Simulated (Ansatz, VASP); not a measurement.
**One calculation of Zr2PdC2, two programs**

```
Zr Pd C
1.0
    -2.06306    2.06306    4.78377
     2.06306   -2.06306    4.78377
     2.06306    2.06306   -4.78377
Zr Pd C
2 1 2
Direct
  0.32474 0.32474 0.00000
  0.67526 0.67526 0.00000
  0.00000 0.00000 0.00000
  0.25000 0.75000 0.50000
  0.75000 0.25000 0.50000
```

Alike in both runs: functional PBE; k mesh 6 × 6 × 6; occupations gaussian, width 0.1 eV; no spin polarisation.

Ansatz relaxed the structure, and its values are those at the end. VASP's run is a single point on that final structure, the one shown.

```csv
,VASP,Ansatz
version,VASP 6.6.1,Ansatz 0.2.0
potentials or method,"VASP PAW PBE potentials, release 64 (Zr_sv, Pd, C), cutoff 520 eV","scalar-relativistic, plane waves, PAW"
valence electrons in the cell,42,50
```

Ansatz gave:

| Property | Result |
| --- | --- |
| gap on the k mesh at the Fermi level (eV) | none |
| pressure (GPa) | 0.1 |
| rms of the force components (eV/Å) | 0.001 |

Q: What did VASP give for the same quantities?

A: gap on the k mesh at the Fermi level (eV): none; pressure (GPa): 0.2; rms of the force components (eV/Å): 0.008.

A gap of «none» marks a metal or a gap that the smearing closes. The functional is the same, so the differences come from potentials, cutoffs and numerics. VASP's potentials hold 42 valence electrons a cell and Ansatz's 50, so a difference there can come from the potentials and not from the codes.
